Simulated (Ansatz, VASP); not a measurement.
**TaAs: VASP beside Ansatz**

Contents of INCAR:

```
SYSTEM = TaAs
PREC     = Accurate       ! precision mode
ENCUT    = 520            ! plane-wave cutoff, eV
EDIFF    = 1E-6           ! SCF threshold, eV
ISMEAR   = -1             ! smearing method
SIGMA    = 0.05           ! smearing width, eV
LREAL    = .False.        ! projectors in reciprocal space
LASPH    = .True.         ! aspherical terms in the spheres
NELM     = 80             ! most SCF steps
ALGO     = Normal         ! electronic algorithm
ISIF     = 2              ! what is computed and relaxed
LWAVE    = .False.        ! write WAVECAR
LCHARG   = .False.        ! write CHGCAR
GGA      = PS             ! functional
NBANDS   = 24             ! bands
```

KPOINTS

```
Automatic mesh
0
Gamma
  11 11 11
  0 0 0
```

File POSCAR:

```
TaAs
1.0
   -1.7102572196      1.7102572196      5.8285581915
    1.7102572196     -1.7102572196      5.8285581915
    1.7102572196      1.7102572196     -5.8285581915
Ta As
2 2
Direct
    0.4999673000      0.4999673000      0.0000000000
    0.2499673000      0.7499673000      0.5000000000
    0.0826321200      0.0826321200      0.0000000000
    0.8326321200      0.3326321200      0.5000000000
```

File input.yaml:

```yaml
crystal:
  lattice:
    - [-1.7102572196, 1.7102572196, 5.8285581915]
    - [1.7102572196, -1.7102572196, 5.8285581915]
    - [1.7102572196, 1.7102572196, -5.8285581915]
  atoms:
    - { symbol: Ta, position: [0.4999673, 0.4999673, 0.0] }
    - { symbol: Ta, position: [0.2499673, 0.7499673, 0.5] }
    - { symbol: As, position: [0.08263212, 0.08263212, 0.0] }
    - { symbol: As, position: [0.83263212, 0.33263212, 0.5] }
hamiltonian:
  xc: pbesol
  pseudopotentials: { kind: paw }
kpoints:
  mp_grid: { grid: [11, 11, 11] }
scf:
  occupations: { method: fermi_dirac, width: 0.05 }
output:
  forces: true
  stress: true
  eigenvalues: true
  write_density: true
  write_potential: true
  elf: true
  volumetric_format: npy
```

Alike in both runs: task single point; functional PBEsol; k mesh 11 × 11 × 11; occupations fermi-dirac, width 0.05 eV; no spin polarisation.

```csv
,VASP,Ansatz
version,VASP 6.6.1,Ansatz 0.2.0
potentials or method,"VASP PAW PBE potentials, release 64 (Ta_pv, As)",Ansatz PAW
plane-wave cutoff (eV),520,420
valence electrons in the cell,32,56
```

|  | VASP | Ansatz | Ansatz less VASP |
| --- | --- | --- | --- |
| pressure (GPa) | 0.6 | -0.1 | -0.67 |
| traceless stress, the component that is largest in VASP (GPa) | -0.86 | -0.77 | +0.099 |
| rms of the force components (eV/Å) | 0.020 | 0.019 | -0.0014 |

VASP's potentials were made for PBE, not for PBEsol. Atom by atom the forces differ by 0.001 eV/Å (rms over components). VASP's potentials hold 32 valence electrons a cell and Ansatz's 56, so a difference there can come from the potentials and not from the codes.

Neither program's run includes spin-orbit coupling.
